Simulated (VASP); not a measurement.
# Se (P3_121) in VASP: notebook, part 2 of 3

VASP 6.6.1. Earlier steps stand in the parts before.

## Step 3: Single point, PBE+D3(BJ)

Input file INCAR:

```
SYSTEM = Se
ALGO = Normal
EDIFF = 1E-7
ENCUT = 520
GGA = PE
ISIF = 2
ISMEAR = 0
IVDW = 12
LASPH = .TRUE.
LCHARG = .FALSE.
LREAL = .FALSE.
LWAVE = .FALSE.
NBANDS = 16
NELM = 80
PREC = Accurate
SIGMA = 0.01
```

Input file KPOINTS:

```
k-points
0
G
  12 12 8
  0 0 0
```

Input file POSCAR:

```
Se
1.0
    4.0672740830      0.0000000000      0.0000000000
   -2.0336370415      3.5223626800      0.0000000000
    0.0000000000      0.0000000000      5.1295445751
Se
3
Direct
    0.2472867246      0.0000000000      0.3333333333
    0.0000000000      0.2472867246      0.6666666667
    0.7527132754      0.7527132754      0.0000000000
```

Potentials or basis: VASP PAW PBE potentials, release 64 (Se).

On the command line:

```console
cat potpaw_PBE.64/Se/POTCAR > POTCAR
mpirun -np 1 vasp_std > vasp.out
```

OUTCAR:

```text
SYSTEM = Se
   EDIFF = 1E-7
   ENCUT = 520
   GGA = PE
   ISIF = 2
   ISMEAR = 0
   IVDW = 12
   LASPH = .TRUE.
   LREAL = .FALSE.
   NELM = 80
   PREC = Accurate
 IVDW          = 12

 ion  position               nearest neighbor table
   1  0.247  0.000  0.333-   3 2.44   2 2.44
   2  0.000  0.247  0.667-   3 2.44   1 2.44
   3  0.753  0.753  0.000-   2 2.44   1 2.44

  LATTYP: Found a hexagonal cell.
 ALAT       =     4.0672740830
 C/A-ratio  =     1.2611750451

  Lattice vectors:

 A1 = (   4.0672740830,   0.0000000000,   0.0000000000)
 A2 = (  -2.0336370415,   3.5223626800,   0.0000000000)
 A3 = (   0.0000000000,   0.0000000000,   5.1295445751)

Analysis of symmetry for initial positions (statically):
=====================================================================
 Subroutine PRICEL returns:
 Original cell was already a primitive cell.

 Routine SETGRP: Setting up the symmetry group for a
 hexagonal supercell.

 Subroutine GETGRP returns: Found  6 space group operations
 (whereof  2 operations were pure point group operations)
 out of a pool of 24 trial point group operations.

The static configuration has the point symmetry C_2 .
 The point group associated with its full space group is D_3 .

Analysis of symmetry for dynamics (positions and initial velocities):
=====================================================================
 Subroutine PRICEL returns:
 Original cell was already a primitive cell.

 Routine SETGRP: Setting up the symmetry group for a
 hexagonal supercell.

 Subroutine GETGRP returns: Found  6 space group operations
 (whereof  2 operations were pure point group operations)
 out of a pool of 24 trial point group operations.

The dynamic configuration has the point symmetry C_2 .
 The point group associated with its full space group is D_3 .

 Subroutine INISYM returns: Found  6 space group operations
 (whereof  2 operations are pure point group operations),
 and found     1 'primitive' translations

----------------------------------------------------------------------------------------

                                     Primitive cell

  volume of cell :      73.4880

  direct lattice vectors                    reciprocal lattice vectors
     4.067274083  0.000000000  0.000000000     0.245864916  0.141950175  0.000000000
    -2.033637042  3.522362680  0.000000000     0.000000000  0.283900351  0.000000000
     0.000000000  0.000000000  5.129544575     0.000000000  0.000000000  0.194949081

  length of vectors
     4.067274083  4.067274083  5.129544575     0.283900351  0.283900351  0.194949081

  position of ions in fractional coordinates (direct lattice)
     0.247286725  0.000000000  0.333333333
     0.000000000  0.247286725  0.666666667
     0.752713275  0.752713275  0.000000000

  ion indices of the primitive-cell ions
   primitive index   ion index
                 1           1
                 2           2
                 3           3

----------------------------------------------------------------------------------------

 KPOINTS: k-points

Automatic generation of k-mesh.
 Grid dimensions read from file:
 generate k-points for:   12   12    8

 Generating k-lattice:

  Cartesian coordinates                     Fractional coordinates (reciprocal lattice)
     0.020488743  0.011829181  0.000000000     0.083333333  0.000000000  0.000000000
     0.000000000  0.023658363  0.000000000     0.000000000  0.083333333  0.000000000
     0.000000000  0.000000000  0.024368635     0.000000000  0.000000000  0.125000000

  Length of vectors
     0.023658363  0.023658363  0.024368635

  Shift w.r.t. Gamma in fractional coordinates (k-lattice)
     0.000000000  0.000000000  0.000000000

 Subroutine IBZKPT returns following result:
 ===========================================

 Found    131 irreducible k-points:

 Following reciprocal coordinates:
            Coordinates               Weight
  0.000000  0.000000  0.000000      1.000000
  0.083333  0.000000  0.000000      6.000000
  0.166667  0.000000  0.000000      6.000000
  0.250000  0.000000  0.000000      6.000000
  0.333333  0.000000  0.000000      6.000000
  0.416667  0.000000  0.000000      6.000000
[... 16 lines left out ...]
  0.166667  0.000000  0.125000      6.000000
  0.000000  0.166667  0.125000      6.000000
 [... further k-points ...]
   k-points           NKPTS =    131   k-points in BZ     NKDIM =    131   number of bands    NBANDS=     16
   number of dos      NEDOS =    301   number of ions     NIONS =      3
   total plane-waves  NPLWV =  36000
   dimension x,y,z NGX =    30 NGY =   30 NGZ =   40
   dimension x,y,z NGXF=    60 NGYF=   60 NGZF=   80
   ions per type =               3
   NGX,Y,Z   is equivalent  to a cutoff of  12.26, 12.26, 12.96 a.u.
   NGXF,Y,Z  is equivalent  to a cutoff of  24.52, 24.52, 25.93 a.u.
 SYSTEM =  Se
   PREC   = accura    normal or accurate (medium, high low for compatibility)
   ISTART =      0    job   : 0-new  1-cont  2-samecut
   ICHARG =      2    charge: 1-file 2-atom 10-const
   ISPIN  =      1    spin polarized calculation?
   LNONCOLLINEAR =      F non collinear calculations
   LSORBIT =      F    spin-orbit coupling
   LASPH  =      T    aspherical Exc in radial PAW
   ENCUT  =  520.0 eV  38.22 Ry    6.18 a.u.   7.56  7.56  9.54*2*pi/ulx,y,z
   NELM   =     80;   NELMIN=  2; NELMDL= -5     # of ELM steps
   EDIFF  = 0.1E-06   stopping-criterion for ELM
   LREAL  =      F    real-space projection
   EDIFFG = 0.1E-05   stopping-criterion for IOM
   NSW    =      0    number of steps for IOM
   IBRION =     -1    ionic relax: 0-MD 1-quasi-New 2-CG
   NFREE  =      0    steps in history (QN), initial steepest desc. (CG)
   ISIF   =      2    stress and relaxation
   ISYM   =      2    0-nonsym 1-usesym 2-fastsym
   POTIM  = 0.5000    time-step for ionic-motion
   TEBEG  =    0.0;   TEEND  =   0.0 temperature during run
   PSTRESS=    0.0 pullay stress
   NELECT =      18.0000    total number of electrons
   NUPDOWN=      -1.0000    fix difference up-down
   EMIN   =  10.00;   EMAX   =-10.00  energy-range for DOS
   EFERMI =   0.00;   METHOD = LEGACY
   ISMEAR =     0;   SIGMA  =   0.01  broadening in eV -4-tet -1-fermi 0-gaus
   EFERMI_NEDOS =   21; number of points for ismear=-14 and -15
   IALGO  =     38    algorithm
   IMIX   =      4    mixing-type and parameters
     AMIX     =   0.40;   BMIX     =  1.00
     AMIX_MAG =   1.60;   BMIX_MAG =  1.00
  volume/ion in A,a.u.               =      24.50       165.31
  Fermi-wavevector in a.u.,A,eV,Ry     =   1.024299  1.935645 14.275085  1.049189
  Thomas-Fermi vector in A             =   2.158079
   LORBIT       =      0    0 simple, 1 ext, 2 COOP (PROOUT), +10 PAW based schemes
   GGA     = PE    functional components
   LHFCALC =     F    Hartree Fock is set to
   AEXX    =    0.0000 exact exchange contribution
   IVDW    =    12    specifies the selected vdW correction
   LEPSILON=     F    determine dielectric tensor
   LRPA    =     F    only Hartree local field effects (RPA)
 non-spin polarized calculation
 Gauss-broadening in eV      SIGMA  =   0.01
  energy-cutoff  :      520.00
  volume of cell :       73.49
 maximum number of plane-waves:      2000
   NGX = 15   NGY = 15   NGZ = 19

 number of electron      17.9999998 magnetization

 Free energy of the ion-electron system (eV)
  ---------------------------------------------------
  ext. energy  EPLUGINS =         0.00000000
  ---------------------------------------------------
  free energy    TOTEN  =       -10.42358961 eV

  energy without entropy =      -10.42358961  energy(sigma->0) =      -10.42358961

 E-fermi :   3.7350     XC(G=0):  -9.4324

 val. band max:        3.6915582431   @ k =   0.4167   0.1667   0.5000
 cond. band min:       4.1969689720   @ k =   0.3333   0.3333   0.5000
 fundamental gap:      0.5054107289
 Fermi energy:         3.7350369577

 k-point     1 :       0.0000    0.0000    0.0000
  band No.  band energies     occupation
      1     -12.2737      2.00000
      2      -8.2320      2.00000
      3      -8.2320      2.00000
      4       0.0459      2.00000
      5       0.2416      2.00000
      6       0.2416      2.00000
[... 433 lines left out ...]
      3      -7.4796      2.00000
      4      -0.9046      2.00000
      5      -0.6272      2.00000
      6       0.2647      2.00000
[... 8 lines left out ...]
     15      11.4910      0.00000
     16      12.2384      0.00000

 [... further k-points ...]

------------------------ aborting loop because EDIFF is reached ----------------------------------------

 Edisp (eV)   -1.06860

 E8    (eV) :    -0.4415

  FORCE on cell =-STRESS in cart. coord.  units (eV):
  Direction    XX          YY          ZZ          XY          YZ          ZX
  --------------------------------------------------------------------------------------
  -------------------------------------------------------------------------------------
  Total       0.03504     0.03504     0.06551     0.00000     0.00000    -0.00000
  in kB       0.76385     0.76385     1.42820     0.00000     0.00000    -0.00000
  external pressure =        0.99 kB  Pullay stress =        0.00 kB

 VOLUME and BASIS-vectors are now :
 -----------------------------------------------------------------------------
  energy-cutoff  :      520.00
  volume of cell :       73.49
      direct lattice vectors                 reciprocal lattice vectors
     4.067274083  0.000000000  0.000000000     0.245864916  0.141950175  0.000000000
    -2.033637042  3.522362680  0.000000000     0.000000000  0.283900351  0.000000000
     0.000000000  0.000000000  5.129544575     0.000000000  0.000000000  0.194949081

 POSITION                                       TOTAL-FORCE (eV/Angst)
 -----------------------------------------------------------------------------------
      1.00578      0.00000      1.70985         0.020844     -0.000000     -0.000000
     -0.50289      0.87103      3.41970        -0.010422      0.018052      0.000000
      1.53075      2.65133      0.00000        -0.010422     -0.018052     -0.000000
 -----------------------------------------------------------------------------------
    total drift:                               -0.000001     -0.000001      0.000000

  FREE ENERGIE OF THE ION-ELECTRON SYSTEM (eV)
  ---------------------------------------------------
  free  energy   TOTEN  =       -11.4921926518 eV

  energy  without entropy=      -11.4921926518  energy(sigma->0) =      -11.49219265
```

OSZICAR:

```text
N       E                     dE             d eps       ncg     rms          rms(c)
DAV:   1     0.797640582213E+02    0.79764E+02   -0.73208E+03  4192   0.946E+02
DAV:   2    -0.567438449352E+01   -0.85438E+02   -0.80910E+02  5656   0.155E+02
DAV:   3    -0.104490893856E+02   -0.47747E+01   -0.47571E+01  5176   0.415E+01
DAV:   4    -0.104789192133E+02   -0.29830E-01   -0.29825E-01  5592   0.389E+00
DAV:   5    -0.104791066649E+02   -0.18745E-03   -0.18745E-03  5464   0.302E-01    0.692E+00
DAV:   6    -0.104366947702E+02    0.42412E-01   -0.28926E-02  5096   0.111E+00    0.427E+00
DAV:   7    -0.104242083035E+02    0.12486E-01   -0.58431E-02  5208   0.154E+00    0.181E-01
DAV:   8    -0.104234834838E+02    0.72482E-03   -0.87849E-03  4632   0.574E-01    0.102E-01
DAV:   9    -0.104235606786E+02   -0.77195E-04   -0.24066E-04  6112   0.103E-01    0.357E-02
DAV:  10    -0.104235880269E+02   -0.27348E-04   -0.38098E-05  5032   0.426E-02    0.687E-03
DAV:  11    -0.104235898499E+02   -0.18230E-05   -0.73132E-06  6008   0.167E-02    0.362E-03
DAV:  12    -0.104235896840E+02    0.16582E-06   -0.17407E-06  5360   0.835E-03    0.194E-03
DAV:  13    -0.104235896091E+02    0.74987E-07   -0.20221E-07  5144   0.267E-03
   1 F= -.11492193E+02 E0= -.11492193E+02  d E =-.181229E-12
```

Run time: 61 s. Hardware: 1 thread of AMD EPYC 9R45 (Zen 5), shared host; peak memory 0.24 GiB.

What came out:

| Item | Value |
| --- | --- |
| Free energy | -11.4922 eV |
| Pressure | 0.1 GPa |
| Largest force | 0.021 eV/Å |
| Band gap on the k mesh | 0.51 eV (least direct gap 0.52 eV) |
| Dispersion energy per atom | -0.356 eV |

Forces on the atoms (eV/Å):
```
Se   0.021  0.000  0.000
Se  -0.010  0.018  0.000
Se  -0.010 -0.018  0.000
```

A k mesh can miss the band edges.

[end of part 2 of 3]
